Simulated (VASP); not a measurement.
## AlN: single point with PBEsol

Crystal: AlN.

```
Al N
1.0
     0.00000    2.13415    2.13415
     2.13415    0.00000    2.13415
     2.13415    2.13415    0.00000
Al N
1 1
Direct
  0.50000 0.50000 0.50000
  0.00000 0.00000 0.00000
```

This cell differs from its parent crystal: functional PBEsol, strained.

* Program: VASP 6.6.1
* Task: single point
* Functional: PBEsol
* Potentials or basis: VASP PAW PBE potentials, release 64 (Al, N)
* Cutoff: 600 eV
* k mesh: 10 × 10 × 10
* Occupations: gaussian, width 0.02 eV
* Spin: no spin polarisation
* Dipole correction: no
* Further INCAR settings: ALGO = Normal; EDIFF = 1e-06; NBANDS = 11

```json
{
 "Pressure": "-30.8 GPa",
 "Band gap on the k mesh": "3.12 eV, indirect (least direct gap 3.52 eV)"
}
```

Levels at points of the mesh, in eV from the valence-band top:
| k point | band 1 | band 2 | band 3 | band 4 | band 5 | band 6 | band 7 | band 8 |
| --- | --- | --- | --- | --- | --- | --- | --- | --- |
| (0.00, 0.00, 0.00) | -16.16 | 0.00 | 0.00 | 0.00 | 3.52 | 11.50 | 11.50 | 11.50 |
| (0.50, 0.00, 0.00) | -13.48 | -7.39 | -0.82 | -0.82 | 5.07 | 9.66 | 9.66 | 10.90 |
| (0.50, 0.50, 0.00) | -12.70 | -6.41 | -2.42 | -2.42 | 3.12 | 5.37 | 12.10 | 14.76 |

It took 6.8 s on 1 thread of AMD EPYC 9R45 96-Core Processor (Zen 5) (shared host), peak memory 0.1 GiB.

Caveat: the cell differs from its parent crystal (functional PBEsol, strained); the PAW data sets were made with another functional, which shifts forces and pressure a little. A k mesh can miss the band edges.
